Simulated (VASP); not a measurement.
Write the native input for VASP 6.6.1 that does the following.

* Task: single point
* Functional: r2SCAN
* Potentials or basis: VASP PAW PBE potentials, release 64 (Ba_sv, Zr_sv, O)
* Cutoff: 520 eV
* k mesh: 6 × 6 × 6
* Occupations: gaussian, width 0.01 eV
* Spin: no spin polarisation
* Dipole correction: no
* Further INCAR settings: ALGO = Normal; EDIFF = 1e-06; NBANDS = 28

BaZrO3:

```
Ba Zr O
1.0
     4.07919    0.00000    0.00000
     0.00000    4.07919    0.00000
     0.00000    0.00000    4.07919
Ba Zr O
1 1 3
Direct
  0.00000 0.00000 0.00000
  0.50000 0.50000 0.50000
  0.50000 0.50000 0.00000
  0.50000 0.00000 0.50000
  0.00000 0.50000 0.50000
```

This cell differs from its parent crystal: strain -3.0%.

One way to write it, as run:

POSCAR

```
BaZrO3
1.0
    4.0791942668      0.0000000000      0.0000000000
    0.0000000000      4.0791942668      0.0000000000
    0.0000000000      0.0000000000      4.0791942668
Ba Zr O
1 1 3
Direct
    0.0000000000      0.0000000000      0.0000000000
    0.5000000000      0.5000000000      0.5000000000
    0.5000000000      0.5000000000      0.0000000000
    0.5000000000      0.0000000000      0.5000000000
    0.0000000000      0.5000000000      0.5000000000
```

INCAR.step1

```
  PREC = Accurate
  ENCUT = 520
  ISMEAR = 0
  SIGMA = 0.01
  LREAL = F
  LASPH = T
  NELM = 80
  NBANDS = 28
  GGA = PE
  ALGO = Normal
  EDIFF = 1E-4
  LWAVE = T
  LCHARG = F
```

INCAR.step2

```
  PREC = Accurate
  ENCUT = 520
  EDIFF = 1E-6
  ISMEAR = 0
  SIGMA = 0.01
  LREAL = F
  LASPH = T
  NELM = 80
  ALGO = Normal
  ISIF = 2
  LWAVE = F
  LCHARG = F
  METAGGA = R2SCAN
  LMIXTAU = T
  NBANDS = 28
  ISTART = 1
```

KPOINTS

```
regular mesh
0
Gamma
  6 6 6
```

Potentials or basis: VASP PAW PBE potentials, release 64 (Ba_sv, Zr_sv, O).

Command:

```console
$ cat potpaw_PBE.64/Ba_sv/POTCAR potpaw_PBE.64/Zr_sv/POTCAR potpaw_PBE.64/O/POTCAR > POTCAR
$ cp INCAR.step1 INCAR
$ mpirun -np 1 vasp_std > vasp.out
$ cp INCAR.step2 INCAR
$ mpirun -np 1 vasp_std > vasp.out
```

Results of the run:

* Pressure: 19.7 GPa
* Band gap on the k mesh: 3.89 eV (least direct gap 4.02 eV)

Caveat: the cell differs from its parent crystal (strain -3.0%); the cell stands under pressure; the PAW data sets were made with another functional, which shifts forces and pressure a little; spin-orbit coupling is left out, which moves the levels of the heavy elements.

Run time: 60 s on 1 thread of AMD EPYC 9R45 96-Core Processor (Zen 5), on a shared host, peak memory 0.16 GiB.
